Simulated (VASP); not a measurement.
Write the native input for VASP 6.6.1 that does the following.

```
Task                   : single point
Functional             : PBE
Potentials or basis    : VASP PAW PBE potentials, release 64 (B, Te)
Cutoff                 : 520 eV
k mesh                 : 18 × 18 × 16
Occupations            : gaussian, width 0.1 eV
Spin                   : no spin polarisation
Dipole correction      : no
Further INCAR settings : ALGO = Normal; EDIFF = 1e-07; NBANDS = 12
```

The structure of BTe lies in POSCAR:

```
BTe
1.0
    3.4520414179      0.0000000029      0.0000000000
   -1.7260207114      2.9895555614      0.0000000000
    0.0000000000      0.0000000000      3.2884478110
B Te
1 1
Direct
    0.3333333333      0.6666666667      0.5000000000
    0.0000000000      0.0000000000      0.0000000000
```

The input as run:

INCAR

```
SYSTEM = BTe
PREC = Accurate
ENCUT = 520
EDIFF = 1E-7
ISMEAR = 0
SIGMA = 0.1
LREAL = .FALSE.
LASPH = .TRUE.
NELM = 100
ALGO = Normal
ISIF = 2
LWAVE = .FALSE.
LCHARG = .FALSE.
GGA = PE
NBANDS = 12
```

KPOINTS

```
Automatic mesh
0
G
  18 18 16
  0 0 0
```

Potentials or basis: VASP PAW PBE potentials, release 64 (B, Te).

The run is started by

```console
$ cat potpaw_PBE.64/B/POTCAR potpaw_PBE.64/Te/POTCAR > POTCAR
$ mpirun -np 1 vasp_std > vasp.out
```

It gave:

```
Pressure : -0.1 GPa
```

Run time: 54 s on 1 thread of Intel(R) Xeon(R) Platinum 8488C (Sapphire Rapids) (shared host), peak memory 0.26 GiB.
